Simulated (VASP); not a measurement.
The system is Ta.

```
CELL_PARAMETERS angstrom
-1.65493 1.65493 1.65493
1.65493 -1.65493 1.65493
1.65493 1.65493 -1.65493
ATOMIC_POSITIONS crystal
Ta 0.00000 0.00000 0.00000
```

```yaml
Program: VASP 6.6.1
Task: relaxation of cell and atoms
Functional: PBEsol
Potentials_or_basis: VASP PAW PBE potentials, release 64 (Ta_pv)
Cutoff: 600 eV
k_mesh: 18 × 18 × 18
Occupations: gaussian, width 0.1 eV
Spin: no spin polarisation
```

At the start: pressure -5.1 GPa; volume 18.13 Å³/atom.

Q: How do energy, volume and symmetry change on relaxing?

A: Over 4 steps the energy falls by 7.5 meV/atom and the volume is 17.67 Å³/atom (-2.5 %); space group Im-3m (No. 229, to 0.05 Å).

The path:
```tsv
step	energy change (eV)	largest force (eV/Å)	pressure (GPa)	volume (Å³)
1	0.0000	0.0000	-5.09	18.13
2	0.0339	0.0000	13.87	16.66
3	-0.0075	0.0000	-0.10	17.68
4	-0.0075	0.0000	0.01	17.67
```

Final structure:
```
Ta
1.0
    -1.64077    1.64077    1.64077
     1.64077   -1.64077    1.64077
     1.64077    1.64077   -1.64077
Ta
1
Cartesian
  1.6408 1.6408 -1.6408
```

Caveat: the PAW data sets were made with another functional, which shifts forces and pressure a little.
